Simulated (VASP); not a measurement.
# ZrS2 (P-3m1) in VASP: further runs

ZrS2 is run at these levels: PBE; tasks: single point.

Everything below comes from runs of VASP 6.6.1. Logs are shortened: lines on timing, memory, paths and dates and some standing lists are left out, and cuts for length are marked.

**1. The cell of the first run**

Symmetry: P-3m1, No. 164, trigonal system. Conventional cell: a = 3.685 Å, b = 3.685 Å, c = 6.758 Å, α = 90.00°, β = 90.00°, γ = 120.00°. Zr (site symmetry -3m) has 6 S at 2.57 Å within 3.4 Å. Within 3.4 Å of S (site symmetry 3m) lie 3 Zr at 2.57 Å.

**2. Single point, PBE**

The input, INCAR:

```
SYSTEM = ZrS2
PREC = Accurate
ENCUT = 500
EDIFF = 1E-6
ISMEAR = 0
SIGMA = 0.02
LREAL = .False.
LASPH = .True.
NELM = 120
ALGO = Normal
ISIF = 2
LWAVE = .False.
LCHARG = .False.
GGA = PE
NBANDS = 19
GGA_COMPAT = .False.
```

The input, KPOINTS:

```
regular mesh
0
Gamma
  12 12 4
  0 0 0
```

The input, POSCAR:

```
ZrS2
1.0
    3.6852084639      0.0000000000      0.0000000000
   -1.8426042320      3.1914841480      0.0000000000
    0.0000000000      0.0000000000      6.7579069656
Zr S
1 2
Direct
    0.0000000000      0.0000000000      0.0000000000
    0.6666666667      0.3333333333      0.7856835698
    0.3333333333      0.6666666667      0.2143164302
```

Potentials or basis: VASP PAW PBE potentials, release 64 (Zr_sv, S).

Run with:

```
cat potpaw_PBE.64/Zr_sv/POTCAR potpaw_PBE.64/S/POTCAR > POTCAR
mpirun -np 1 vasp_std > vasp.out
```

OUTCAR:

```text
SYSTEM = ZrS2
   PREC = Accurate
   ENCUT = 500
   EDIFF = 1E-6
   ISMEAR = 0
   LREAL = .False.
   LASPH = .True.
   NELM = 120
   ISIF = 2
   GGA = PE

 ion  position               nearest neighbor table
   1  0.000  0.000  0.000-   2 2.57   3 2.57   2 2.57   3 2.57   2 2.57   3 2.57
   2  0.667  0.333  0.786-   1 2.57   1 2.57   1 2.57
   3  0.333  0.667  0.214-   1 2.57   1 2.57   1 2.57

  LATTYP: Found a hexagonal cell.
 ALAT       =     3.6852084639
 C/A-ratio  =     1.8337923164

  Lattice vectors:

 A1 = (   3.6852084639,   0.0000000000,   0.0000000000)
 A2 = (  -1.8426042320,   3.1914841480,   0.0000000000)
 A3 = (   0.0000000000,   0.0000000000,   6.7579069656)

Analysis of symmetry for initial positions (statically):
=====================================================================
 Subroutine PRICEL returns:
 Original cell was already a primitive cell.

 Routine SETGRP: Setting up the symmetry group for a
 hexagonal supercell.

 Subroutine GETGRP returns: Found 12 space group operations
 (whereof 12 operations were pure point group operations)
 out of a pool of 24 trial point group operations.

The static configuration has the point symmetry D_3d.

Analysis of symmetry for dynamics (positions and initial velocities):
=====================================================================
 Subroutine PRICEL returns:
 Original cell was already a primitive cell.

 Routine SETGRP: Setting up the symmetry group for a
 hexagonal supercell.

 Subroutine GETGRP returns: Found 12 space group operations
 (whereof 12 operations were pure point group operations)
 out of a pool of 24 trial point group operations.

The dynamic configuration has the point symmetry D_3d.

 Subroutine INISYM returns: Found 12 space group operations
 (whereof 12 operations are pure point group operations),
 and found     1 'primitive' translations

----------------------------------------------------------------------------------------

                                     Primitive cell

  volume of cell :      79.4817

  direct lattice vectors                    reciprocal lattice vectors
     3.685208464  0.000000000  0.000000000     0.271355070  0.156666923  0.000000000
    -1.842604232  3.191484148  0.000000000     0.000000000  0.313333845  0.000000000
     0.000000000  0.000000000  6.757906966     0.000000000  0.000000000  0.147974810

  length of vectors
     3.685208464  3.685208464  6.757906966     0.313333845  0.313333845  0.147974810

  position of ions in fractional coordinates (direct lattice)
     0.000000000  0.000000000  0.000000000
     0.666666667  0.333333333  0.785683570
[... 77 lines left out ...]
   ENCUT  =  500.0 eV  36.75 Ry    6.06 a.u.   6.72  6.72 12.32*2*pi/ulx,y,z
   NELM   =    120;   NELMIN=  2; NELMDL= -5     # of ELM steps
   EDIFF  = 0.1E-05   stopping-criterion for ELM
   LREAL  =      F    real-space projection
   EDIFFG = 0.1E-04   stopping-criterion for IOM
   NSW    =      0    number of steps for IOM
   IBRION =     -1    ionic relax: 0-MD 1-quasi-New 2-CG
   NFREE  =      0    steps in history (QN), initial steepest desc. (CG)
   ISIF   =      2    stress and relaxation
   ISYM   =      2    0-nonsym 1-usesym 2-fastsym
   POTIM  = 0.5000    time-step for ionic-motion
   TEBEG  =    0.0;   TEEND  =   0.0 temperature during run
   PSTRESS=    0.0 pullay stress
   NELECT =      24.0000    total number of electrons
   NUPDOWN=      -1.0000    fix difference up-down
   EMIN   =  10.00;   EMAX   =-10.00  energy-range for DOS
   EFERMI =   0.00;   METHOD = LEGACY
   ISMEAR =     0;   SIGMA  =   0.02  broadening in eV -4-tet -1-fermi 0-gaus
   EFERMI_NEDOS =   21; number of points for ismear=-14 and -15
   IALGO  =     38    algorithm
   IMIX   =      4    mixing-type and parameters
     AMIX     =   0.40;   BMIX     =  1.00
     AMIX_MAG =   1.60;   BMIX_MAG =  1.00
  volume/ion in A,a.u.               =      26.49       178.79
  Fermi-wavevector in a.u.,A,eV,Ry     =   1.098305  2.075495 16.412350  1.206274
  Thomas-Fermi vector in A             =   2.234680
   LORBIT       =      0    0 simple, 1 ext, 2 COOP (PROOUT), +10 PAW based schemes
   GGA     = PE    functional components
   LHFCALC =     F    Hartree Fock is set to
   AEXX    =    0.0000 exact exchange contribution
   IVDW    =     0    specifies the selected vdW correction
   LEPSILON=     F    determine dielectric tensor
   LRPA    =     F    only Hartree local field effects (RPA)
 non-spin polarized calculation
 Gauss-broadening in eV      SIGMA  =   0.02
  energy-cutoff  :      500.00
  volume of cell :       79.48
 maximum number of plane-waves:      2064
 NGX is ok and might be reduce to    28
   NGX = 13   NGY = 13   NGZ = 25

 number of electron      24.0000001 magnetization

 Free energy of the ion-electron system (eV)
  ---------------------------------------------------
  ext. energy  EPLUGINS =         0.00000000
  ---------------------------------------------------
  free energy    TOTEN  =       -21.44275800 eV

  energy without entropy =      -21.44275800  energy(sigma->0) =      -21.44275800

 E-fermi :   3.1287     XC(G=0):  -8.6444

 val. band max:        2.9360891920   @ k =   0.0000   0.0000   0.0000
 cond. band min:       4.0692742960   @ k =   0.5000   0.0000   0.5000
 fundamental gap:      1.1331851040
 Fermi energy:         3.1286805461

 k-point     1 :       0.0000    0.0000    0.0000
  band No.  band energies     occupation
      1     -45.9591      2.00000
      2     -24.0130      2.00000
      3     -23.8641      2.00000
      4     -23.8641      2.00000
      5      -9.4340      2.00000
      6      -8.2348      2.00000
[... 505 lines left out ...]
      6      -8.3091      2.00000
[... 11 lines left out ...]
     18       9.9853      0.00000
     19      10.6287      0.00000

 [... further k-points ...]
[... 5 lines left out ...]
  --------------------------------------------------------------------------------------
  -------------------------------------------------------------------------------------
  Total       -0.0236654     -0.0236654      0.0003828      0.0000000     -0.0000000      0.0000000
  in kB       -0.4770425     -0.4770425      0.0077163      0.0000000     -0.0000000      0.0000000
  external PRESSURE =      -0.3154562 kB  Pullay stress =       0.0000000 kB

 VOLUME and BASIS-vectors are now :
 -----------------------------------------------------------------------------
  energy-cutoff  :      500.00
  volume of cell :       79.48
      direct lattice vectors                 reciprocal lattice vectors
     3.685208464  0.000000000  0.000000000     0.271355070  0.156666923  0.000000000
    -1.842604232  3.191484148  0.000000000     0.000000000  0.313333845  0.000000000
     0.000000000  0.000000000  6.757906966     0.000000000  0.000000000  0.147974810

 POSITION                                       TOTAL-FORCE (eV/Angst)
 -----------------------------------------------------------------------------------
      0.00000      0.00000      0.00000         0.000000     -0.000000      0.000000
      1.84260      1.06383      5.30958         0.000000     -0.000000     -0.008176
     -0.00000      2.12766      1.44833        -0.000000      0.000000      0.008176
 -----------------------------------------------------------------------------------
    total drift:                                0.000000      0.000000     -0.000000

  FREE ENERGIE OF THE ION-ELECTRON SYSTEM (eV)
  ---------------------------------------------------
  free  energy   TOTEN  =       -21.4427579962 eV

  energy  without entropy=      -21.4427579962  energy(sigma->0) =      -21.44275800
```

OSZICAR:

```text
N       E                     dE             d eps       ncg     rms          rms(c)
DAV:   1     0.169811666773E+03    0.16981E+03   -0.11416E+04  2622   0.111E+03
DAV:   2    -0.126527527344E+02   -0.18246E+03   -0.17828E+03  3387   0.269E+02
DAV:   3    -0.233532173274E+02   -0.10700E+02   -0.10652E+02  4340   0.600E+01
DAV:   4    -0.236279171588E+02   -0.27470E+00   -0.27427E+00  3735   0.831E+00
DAV:   5    -0.236345428273E+02   -0.66257E-02   -0.66243E-02  3859   0.118E+00    0.156E+01
DAV:   6    -0.214946270608E+02    0.21399E+01   -0.63645E+00  2889   0.140E+01    0.748E+00
DAV:   7    -0.214385020395E+02    0.56125E-01   -0.55201E-01  3784   0.401E+00    0.383E+00
DAV:   8    -0.214428498957E+02   -0.43479E-02   -0.91832E-02  3154   0.180E+00    0.501E-01
DAV:   9    -0.214424859657E+02    0.36393E-03   -0.12859E-02  3223   0.656E-01    0.539E-01
DAV:  10    -0.214427210655E+02   -0.23510E-03   -0.21680E-03  3033   0.305E-01    0.170E-01
DAV:  11    -0.214427241691E+02   -0.31036E-05   -0.15309E-04  3220   0.722E-02    0.592E-02
DAV:  12    -0.214427575116E+02   -0.33343E-04   -0.88316E-05  2859   0.526E-02    0.397E-02
DAV:  13    -0.214427579962E+02   -0.48455E-06   -0.18378E-06  2885   0.787E-03
   1 F= -.21442758E+02 E0= -.21442758E+02  d E =-.209669E-44
```

stdout:

```text
POSCAR found type information on POSCAR ZrS
 POSCAR found :  2 types and       3 ions
 scaLAPACK will be used
 LDA part: xc-table for (Slater+PW92), standard interpolation
 POSCAR, INCAR and KPOINTS ok, starting setup
 FFT: planning ... GRIDC
 FFT: planning ... GRID_SOFT
 FFT: planning ... GRID
 WAVECAR not read
 entering main loop
```

It took 38 s on 1 thread of Intel Xeon 6975P-C (Granite Rapids), shared host; peak memory 0.23 GiB.

What came out:

```yaml
Free_energy: -21.4428 eV
Pressure: 0.0 GPa
Largest_force: 0.008 eV/Å
Band_gap_on_the_k_mesh: 1.13 eV, indirect (least direct gap 1.69 eV)
```

Forces in eV/Å, atoms in the order of the input:
```
Zr   0.000  0.000  0.000
S    0.000  0.000 -0.008
S    0.000  0.000  0.008
```

Levels at points of the mesh, in eV from the valence-band top:
```tsv
k point	band 8	band 9	band 10	band 11	band 12	band 13	band 14	band 15	band 16	band 17
(0.00, 0.00, 0.00)	-2.61	-2.61	-0.40	0.00	0.00	1.69	1.69	2.50	5.19	5.19
(0.50, 0.00, 0.00)	-2.61	-2.36	-2.21	-1.29	-0.96	1.24	3.36	3.64	5.64	6.13
(0.00, 0.00, 0.50)	-2.60	-2.60	-1.15	-0.02	-0.02	1.69	1.69	2.77	5.26	5.26
(0.50, 0.00, 0.50)	-2.77	-2.38	-2.17	-0.96	-0.91	1.13	3.36	3.64	5.51	6.12
```

Caveat: this functional lacks dispersion, which binds the layers, so the pressure and a relaxed spacing across them are unreliable. A hybrid or GW would open this gap; PBE tends to underestimate it.

**3. Single point, PBE**

INCAR is that of step 2.

KPOINTS is that of step 2.

The input, POSCAR:

```
ZrS2
1.0
    3.6852084581      0.0000000000      0.0000000000
   -1.8426042291      3.1914841430      0.0000000000
    0.0000000000      0.0000000000      6.7579067820
Zr S
1 2
Direct
    0.0000000000      0.0000000000      0.0000000000
    0.6666666667      0.3333333333      0.7856835638
    0.3333333333      0.6666666667      0.2143164362
```

Potentials or basis: VASP PAW PBE potentials, release 64 (Zr_sv, S).

Run with:

```
cat potpaw_PBE.64/Zr_sv/POTCAR potpaw_PBE.64/S/POTCAR > POTCAR
mpirun -np 1 vasp_std > vasp.out
```

It took 41 s on 1 thread of Intel Xeon 6975P-C (Granite Rapids), shared host; peak memory 0.23 GiB.

Results (log left out):

- Free energy: -21.4428 eV
- Pressure: 0.0 GPa
- Largest force: 0.008 eV/Å
- Band gap on the k mesh: 1.13 eV, indirect (least direct gap 1.69 eV)

Forces on the atoms (eV/Å):
```
Zr   0.000  0.000  0.000
S    0.000  0.000 -0.008
S    0.000  0.000  0.008
```

Levels at points of the mesh, in eV from the valence-band top:
```
           k point  band 10  band 11  band 12  band 13  band 14  band 15
(0.00, 0.00, 0.00)    -0.40     0.00     0.00     1.69     1.69     2.50
(0.50, 0.00, 0.00)    -2.21    -1.29    -0.96     1.24     3.36     3.64
(0.00, 0.00, 0.50)    -1.15    -0.02    -0.02     1.69     1.69     2.77
(0.50, 0.00, 0.50)    -2.17    -0.96    -0.91     1.13     3.36     3.64
```

Caveat: this functional lacks dispersion, which binds the layers, so the pressure and a relaxed spacing across them are unreliable.

**4. Single point, PBE**

The input, INCAR:

```
ALGO = Normal ; EDIFF = 1E-6
ENCUT = 500 ; GGA = PE
GGA_COMPAT = False ; ISIF = 2
ISMEAR = 0 ; LASPH = True
LCHARG = False ; LREAL = False
LWAVE = False ; NBANDS = 19
NELM = 120 ; PREC = Accurate
SIGMA = 0.02
```

The input, KPOINTS:

```
k-points
0
Gamma
  12 12 4
```

POSCAR is that of step 3.

Run with:

```
cat potpaw_PBE.64/Zr_sv/POTCAR potpaw_PBE.64/S/POTCAR > POTCAR
mpirun -np 1 vasp_std > vasp.out
```

Run time: 41 s. Hardware: 1 thread of Intel Xeon 6975P-C (Granite Rapids), shared host; peak memory 0.22 GiB.

It converged, with:

```
Free energy            : -21.4428 eV
Pressure               : 0.0 GPa
Largest force          : 0.008 eV/Å
Band gap on the k mesh : 1.13 eV, indirect (least direct gap 1.69 eV)
```

Forces on the atoms (eV/Å):
```
Zr   0.000  0.000  0.000
S    0.000  0.000 -0.008
S    0.000  0.000  0.008
```

Levels at points of the mesh, in eV from the valence-band top:
```
           k point  band 9  band 10  band 11  band 12  band 13  band 14  band 15  band 16
(0.00, 0.00, 0.00)   -2.61    -0.40     0.00     0.00     1.69     1.69     2.50     5.19
(0.50, 0.00, 0.00)   -2.36    -2.21    -1.29    -0.96     1.24     3.36     3.64     5.64
(0.00, 0.00, 0.50)   -2.60    -1.15    -0.02    -0.02     1.69     1.69     2.77     5.26
(0.50, 0.00, 0.50)   -2.38    -2.17    -0.96    -0.91     1.13     3.36     3.64     5.51
```

Caveat: this functional lacks dispersion, which binds the layers, so the pressure and a relaxed spacing across them are unreliable.
